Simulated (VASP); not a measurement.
Crystal: Be3ZnSe.

```xyz
10
Lattice="3.6046 -0.0475 -0.0026 -1.8434 3.1719 0.0550 -0.0085 0.2027 11.9455" Properties=species:S:1:pos:R:3 pbc="T T T"
Be    0.0158    1.9493    1.1239
Be   -0.1198    2.4046    5.7062
Be   -0.1386    2.2532    8.2464
Be    1.7858    1.1937    4.3216
Be    1.7609    1.1636    8.7563
Be    3.8142   -0.1368    7.7860
Zn    1.7530    1.0072    6.4639
Zn    3.5477    0.0629    9.6044
Se   -0.0552    2.3468    3.3673
Se    3.6669    0.0324    0.6190
```

* Program: VASP 6.6.1
* Task: relaxation of cell and atoms
* Functional: PBE
* Potentials or basis: VASP PAW PBE potentials, release 64 (Be, Zn, Se)
* Cutoff: 600 eV
* k mesh: 6 × 6 × 2
* Occupations: gaussian, width 0.2 eV
* Spin: no spin polarisation

At the start: pressure 9.4 GPa; volume 13.55 Å³/atom.

How do energy, volume and symmetry change on relaxing?

Over 24 steps the energy falls by 247.3 meV/atom and the volume is 13.94 Å³/atom (+2.9 %); space group P1 (No. 1, to 0.1 Å) before, P3m1 (No. 156, to 0.1 Å).

The path:
| step | energy change (eV) | largest force (eV/Å) | pressure (GPa) | volume (Å³) |
| --- | --- | --- | --- | --- |
| 1 | 0.0000 | 5.2878 | 9.42 | 135.50 |
| 2 | -1.9472 | 0.8247 | -4.85 | 151.69 |
| 3 | -2.0295 | 0.8373 | -3.13 | 148.08 |
| 4 | -2.2529 | 0.6520 | -1.15 | 142.94 |
| 5 | -2.3232 | 0.6339 | 1.08 | 138.50 |
| 6 | -2.4024 | 0.3989 | 0.50 | 138.72 |
| 7 | -2.4178 | 0.2889 | 0.24 | 138.87 |
| 8 | -2.4407 | 0.1806 | -0.03 | 139.45 |
| 9 | -2.4469 | 0.1860 | -0.29 | 139.97 |
| 10 | -2.4581 | 0.1030 | -0.09 | 139.52 |
| 11 | -2.4595 | 0.1025 | 0.10 | 139.31 |
| 12 | -2.4631 | 0.0749 | -0.06 | 139.47 |
| 13 | -2.4637 | 0.0830 | -0.14 | 139.57 |
| 14 | -2.4659 | 0.0681 | 0.03 | 139.21 |
| 15 | -2.4662 | 0.0684 | 0.18 | 139.00 |
| 16 | -2.4678 | 0.0606 | 0.07 | 139.15 |
| 17 | -2.4691 | 0.0802 | -0.10 | 139.46 |
| 18 | -2.4708 | 0.0484 | 0.00 | 139.31 |
| 19 | -2.4710 | 0.0640 | 0.03 | 139.26 |
| 20 | -2.4721 | 0.0350 | 0.00 | 139.31 |
| 21 | -2.4722 | 0.0448 | -0.02 | 139.32 |
| 22 | -2.4727 | 0.0281 | 0.01 | 139.28 |
| 23 | -2.4727 | 0.0314 | 0.03 | 139.28 |
| 24 | -2.4729 | 0.0119 | -0.04 | 139.37 |

Final structure:
```yaml
crystal:
  lattice:
    - [3.66822, 0.00010, 0.00081]
    - [-1.83360, 3.17573, -0.00047]
    - [0.00401, -0.00063, 11.96389]
  atoms:
    - { symbol: Be, position: [0.33512, 0.66931, 0.08848] }
    - { symbol: Be, position: [0.33146, 0.66319, 0.48134] }
    - { symbol: Be, position: [0.33172, 0.66495, 0.68648] }
    - { symbol: Be, position: [0.66890, 0.33644, 0.35821] }
    - { symbol: Be, position: [0.66556, 0.33210, 0.73187] }
    - { symbol: Be, position: [0.99856, 0.99791, 0.63655] }
    - { symbol: Zn, position: [0.66518, 0.33065, 0.54818] }
    - { symbol: Zn, position: [0.99890, 0.99907, 0.82480] }
    - { symbol: Se, position: [0.33616, 0.67032, 0.28350] }
    - { symbol: Se, position: [0.00178, 0.00274, 0.03260] }
```
